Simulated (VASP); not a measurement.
# AlFe3 (Fm-3m) in VASP: notebook, part 2 of 2

VASP 6.6.1. Earlier steps stand in the parts before.

### Step 3. Single point, PBEsol, collinear spin, ferromagnetic start (11.00 Å³/atom)

This run uses another cell than the first one, of 11.00 Å³/atom.

File INCAR:

```
ALGO = Fast
EDIFF = 1E-7
ENCUT = 520
GGA = PS
ISIF = 2
ISMEAR = 0
ISPIN = 2
LASPH = True
LCHARG = False
LMAXMIX = 4
LORBIT = 11
LREAL = False
LWAVE = False
MAGMOM = 0 2.57 2 2
NBANDS = 26
NELM = 150
PREC = Accurate
SIGMA = 0.1
```

File KPOINTS:

```
k-points
0
Gamma
  12 12 12
```

File POSCAR:

```
AlFe3
1.0
    0.0000000000      2.8022007410      2.8022007410
    2.8022007410      0.0000000000      2.8022007410
    2.8022007410      2.8022007410      0.0000000000
Al Fe
1 3
Direct
    0.0000000000      0.0000000000      0.0000000000
    0.5000000000      0.5000000000      0.5000000000
    0.2500000000      0.2500000000      0.2500000000
    0.7500000000      0.7500000000      0.7500000000
```

Potentials or basis: VASP PAW PBE potentials, release 64 (Al, Fe).

The run is started by

```sh
cat potpaw_PBE.64/Al/POTCAR potpaw_PBE.64/Fe/POTCAR > POTCAR
mpirun -np 1 vasp_std > vasp.out
```

OUTCAR:

```text
EDIFF = 1E-7
   ENCUT = 520
   GGA = PS
   ISIF = 2
   ISMEAR = 0
   ISPIN = 2
   LASPH = True
   LORBIT = 11
   LREAL = False
   NELM = 150
   PREC = Accurate

 ion  position               nearest neighbor table
   1  0.000  0.000  0.000-   4 2.43   4 2.43   4 2.43   3 2.43   4 2.43   3 2.43   3 2.43   3 2.43
                             2 2.80   2 2.80   2 2.80   2 2.80   2 2.80   2 2.80
   2  0.500  0.500  0.500-   3 2.43   3 2.43   3 2.43   3 2.43   4 2.43   4 2.43   4 2.43   4 2.43
                             1 2.80   1 2.80   1 2.80   1 2.80   1 2.80   1 2.80
   3  0.250  0.250  0.250-   1 2.43   1 2.43   1 2.43   1 2.43   2 2.43   2 2.43   2 2.43   2 2.43
                             4 2.80   4 2.80   4 2.80   4 2.80   4 2.80   4 2.80
   4  0.750  0.750  0.750-   2 2.43   2 2.43   2 2.43   1 2.43   2 2.43   1 2.43   1 2.43   1 2.43
                             3 2.80   3 2.80   3 2.80   3 2.80   3 2.80   3 2.80

  LATTYP: Found a face centered cubic cell.
 ALAT       =     5.6044014820

  Lattice vectors:

 A1 = (   0.0000000000,   2.8022007410,   2.8022007410)
 A2 = (   2.8022007410,   0.0000000000,   2.8022007410)
 A3 = (   2.8022007410,   2.8022007410,   0.0000000000)

Analysis of symmetry for initial positions (statically):
=====================================================================
 Subroutine PRICEL returns:
 Original cell was already a primitive cell.

 Routine SETGRP: Setting up the symmetry group for a
 face centered cubic supercell.

 Subroutine GETGRP returns: Found 48 space group operations
 (whereof 48 operations were pure point group operations)
 out of a pool of 48 trial point group operations.

The static configuration has the point symmetry O_h .

Analysis of symmetry for dynamics (positions and initial velocities):
=====================================================================
 Subroutine PRICEL returns:
 Original cell was already a primitive cell.

 Routine SETGRP: Setting up the symmetry group for a
 face centered cubic supercell.

[... 174 lines left out ...]
 val. band max:        7.4451755084   @ k =   0.3333   0.2500   0.0000
 cond. band min:       7.4633433005   @ k =  -0.3333   0.2500   0.0000
 fundamental gap:      0.0181677921
 Fermi energy:         7.4620419743

 spin component 1

 k-point     1 :       0.0000    0.0000    0.0000
  band No.  band energies     occupation
      1      -2.4934      1.00000
      2       3.1179      1.00000
      3       3.1179      1.00000
      4       3.6979      1.00000
      5       3.6979      1.00000
      6       3.6979      1.00000
[... 661 lines left out ...]
     24      18.7008      0.00000
     25      18.8796      0.00000

 [... further k-points ...]

 spin component 2

 k-point     1 :       0.0000    0.0000    0.0000
  band No.  band energies     occupation
      1      -2.4016      1.00000
      2       4.6121      1.00000
      3       4.6121      1.00000
      4       4.6821      1.00000
      5       4.6821      1.00000
      6       4.6821      1.00000
[... 661 lines left out ...]
     24      19.1276      0.00000
     25      19.2797      0.00000

 [... further k-points ...]

 [bands above 25 left out]

------------------------ aborting loop because EDIFF is reached ----------------------------------------

  FORCE on cell =-STRESS in cart. coord.  units (eV):
  Direction    XX          YY          ZZ          XY          YZ          ZX
  --------------------------------------------------------------------------------------
  -------------------------------------------------------------------------------------
  Total        1.6964890      1.6964890      1.6964890     -0.0000000     -0.0000000     -0.0000000
  in kB       61.7637837     61.7637837     61.7637837     -0.0000000     -0.0000000     -0.0000000
  external PRESSURE =      61.7637837 kB  Pullay stress =       0.0000000 kB

 VOLUME and BASIS-vectors are now :
 -----------------------------------------------------------------------------
  energy-cutoff  :      520.00
  volume of cell :       44.01
      direct lattice vectors                 reciprocal lattice vectors
     0.000000000  2.802200741  2.802200741    -0.178431185  0.178431185  0.178431185
     2.802200741  0.000000000  2.802200741     0.178431185 -0.178431185  0.178431185
     2.802200741  2.802200741  0.000000000     0.178431185  0.178431185 -0.178431185

 POSITION                                       TOTAL-FORCE (eV/Angst)
 -----------------------------------------------------------------------------------
      0.00000      0.00000      0.00000         0.000000     -0.000000      0.000000
      2.80220      2.80220      2.80220         0.000000     -0.000000      0.000000
      1.40110      1.40110      1.40110         0.000000      0.000000      0.000000
      4.20330      4.20330      4.20330        -0.000000     -0.000000     -0.000000
 -----------------------------------------------------------------------------------
    total drift:                                0.000000     -0.000000      0.000000

  FREE ENERGIE OF THE ION-ELECTRON SYSTEM (eV)
  ---------------------------------------------------
  free  energy   TOTEN  =       -31.6214467895 eV

  energy  without entropy=      -31.6030489617  energy(sigma->0) =      -31.61224788

 total charge

# of ion       s       p       d       tot
------------------------------------------
    1        0.421   0.463   0.000   0.883
    2        0.510   0.596   6.273   7.380
    3        0.475   0.587   6.405   7.467
    4        0.475   0.587   6.405   7.467
--------------------------------------------------
tot          1.881   2.233  19.084  23.197

 magnetization (x)

# of ion       s       p       d       tot
------------------------------------------
    1       -0.007  -0.043   0.000  -0.050
    2       -0.010  -0.041   2.300   2.249
    3       -0.010  -0.037   1.765   1.718
    4       -0.010  -0.037   1.765   1.718
--------------------------------------------------
tot         -0.037  -0.159   5.829   5.634
```

OSZICAR:

```text
N       E                     dE             d eps       ncg     rms          rms(c)
DAV:   1     0.168902871125E+03    0.16890E+03   -0.10816E+04  7600   0.121E+03
[... 11 lines left out ...]
RMM:  13    -0.316213506249E+02    0.26967E-03   -0.74322E-04  8825   0.237E-01    0.154E-01
RMM:  14    -0.316214610541E+02   -0.11043E-03   -0.27798E-04  9174   0.127E-01    0.814E-02
RMM:  15    -0.316214478902E+02    0.13164E-04   -0.70419E-05  9013   0.659E-02    0.364E-02
RMM:  16    -0.316214470513E+02    0.83891E-06   -0.20502E-05  9459   0.299E-02    0.260E-02
RMM:  17    -0.316214469681E+02    0.83122E-07   -0.39601E-06  9572   0.126E-02    0.162E-02
RMM:  18    -0.316214468570E+02    0.11109E-06   -0.12562E-06  8595   0.821E-03    0.377E-03
RMM:  19    -0.316214467895E+02    0.67548E-07   -0.27199E-07  6674   0.336E-03
   1 F= -.31621447E+02 E0= -.31612248E+02  d E =-.183978E-01  mag=     5.5902
```

Wall time 4.8 min (1 thread of Oxide Virtual Turin-like, shared host); peak memory 0.23 GiB.

What came out:

- Free energy: -31.6214 eV
- Pressure: 6.2 GPa
- Net moment: 5.59 μB per cell
- Site moments: Al -0.05; Fe +2.25, +1.72 (each value once) μB
- Valence electrons inside the program's atomic spheres: Al 0.88; Fe 7.38, 7.47 (each value once)

Caveat: the cell stands under pressure; the PAW data sets were made with another functional, which shifts forces and pressure a little.

### Step 4. Single point, PBEsol, collinear spin, ferromagnetic start

This run uses another cell than the first one, of 11.34 Å³/atom.

File INCAR:

```
PREC = Accurate
ENCUT = 520
EDIFF = 1E-6
ISMEAR = 0
SIGMA = 0.1
LREAL = False
LASPH = True
NELM = 150
ALGO = Fast
ISIF = 2
LWAVE = False
LCHARG = False
ISPIN = 2
MAGMOM = 0 2.63 2.06 2.06
LORBIT = 11
LMAXMIX = 4
GGA = PS
NBANDS = 26
```

File KPOINTS:

```
Automatic mesh
0
Gamma
  12 12 12
```

File POSCAR:

```
AlFe3
1.0
    0.0000000000      2.8307966012      2.8307966012
    2.8307966012      0.0000000000      2.8307966012
    2.8307966012      2.8307966012      0.0000000000
Al Fe
1 3
Direct
    0.0000000000      0.0000000000      0.0000000000
    0.5000000000      0.5000000000      0.5000000000
    0.2500000000      0.2500000000      0.2500000000
    0.7500000000      0.7500000000      0.7500000000
```

The run is started by

```sh
cat potpaw_PBE.64/Al/POTCAR potpaw_PBE.64/Fe/POTCAR > POTCAR
mpirun -np 1 vasp_std > vasp.out
```

Wall time 4.7 min (1 thread of Oxide Virtual Turin-like, shared host); peak memory 0.24 GiB.

Results (log left out):

- Free energy: -31.6480 eV
- Pressure: 0.1 GPa
- Net moment: 5.78 μB per cell
- Site moments: Al -0.05; Fe +2.31, +1.80 (each value once) μB
- Valence electrons inside the program's atomic spheres: Al 0.86; Fe 7.32, 7.40 (each value once)

Levels at points of the mesh, in eV from the Fermi level:
Spin up:
```csv
k point,band 12,band 13,band 14,band 15,band 16,band 17,band 18,band 19,band 20,band 21
"(0.00, 0.00, 0.00)",-0.80,-0.80,-0.80,-0.41,-0.41,5.84,5.84,5.84,6.23,6.23
"(0.50, 0.00, 0.00)",-1.65,-1.00,-1.00,-0.58,-0.58,-0.13,4.80,4.80,5.15,5.15
"(0.50, 0.50, 0.00)",-0.94,-0.91,-0.91,-0.88,-0.45,-0.38,-0.38,0.28,5.00,5.26
```
Spin down:
```tsv
k point	band 9	band 10	band 11	band 12	band 13	band 14
(0.00, 0.00, 0.00)	-1.30	0.90	0.90	0.90	1.58	1.58
(0.50, 0.00, 0.00)	-1.20	-0.30	-0.20	-0.20	1.33	1.33
(0.50, 0.50, 0.00)	-1.18	-0.05	-0.05	0.19	0.85	1.13
```

Caveat: the PAW data sets were made with another functional, which shifts forces and pressure a little.

### Step 5. Overview

| cell | further INCAR settings | gap on the mesh (eV) | pressure (GPa) | moment (μB) |
| --- | --- | --- | --- | --- |
| a = 3.922 Å, angles 60.0°, 4 atoms | ALGO = Fast; EDIFF = 1e-07; NBANDS = 26 | none | 12.6 | 5.23 |
| a = 3.963 Å, angles 60.0°, 4 atoms | ALGO = Fast; EDIFF = 1e-07; NBANDS = 26 | none | 6.2 | 5.59 |
| a = 4.003 Å, angles 60.0°, 4 atoms | ALGO = Fast; EDIFF = 1e-06; NBANDS = 26 | none | 0.1 | 5.78 |

Alike in all rows: task single point; level PBEsol; potentials or basis VASP PAW PBE potentials, release 64 (Al, Fe); spin collinear, ferromagnetic start; k mesh 12 × 12 × 12; cutoff (eV) 520; smearing gaussian 0.1 eV.

Caveats: the PAW data sets were made with another functional, which shifts forces and pressure a little; the cell stands under pressure (at least some runs).

Total energies depend on the potentials used, so only differences within one code and one set of settings carry meaning.

The gap in the log of VASP goes by the Fermi energy; the results here count the filled bands.